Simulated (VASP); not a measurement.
MnHg:

```
Mn Hg
1.0
     3.36935    0.00000    0.00000
     0.00000    3.36935    0.00000
     0.00000    0.00000    3.36935
Mn Hg
1 1
Direct
  0.50000 0.50000 0.50000
  0.00000 0.00000 0.00000
```

Base run:

```yaml
Program: VASP 6.6.1
Functional: PBE
Potentials_or_basis: VASP PAW PBE potentials, release 64 (Mn_pv, Hg)
Cutoff: 520 eV
k_mesh: 10 × 10 × 10
Occupations: fermi-dirac, width 0.1 eV
Spin: collinear spin, ferromagnetic start
Starting_moments: "[4.0, 0.0] μB"
```

Its results: pressure -2.6 GPa.

Task: The run is repeated on the same cell with these changes: spin from collinear spin, ferromagnetic start to no spin polarisation; further incar settings from ALGO = Normal; EDIFF = 1e-06; NBANDS = 24 to ALGO = Normal; EDIFF = 1e-06; NBANDS = 20. What comes out?

Result: Pressure -16.2 GPa.

Caveats: the cell stands under tension (at least some runs).
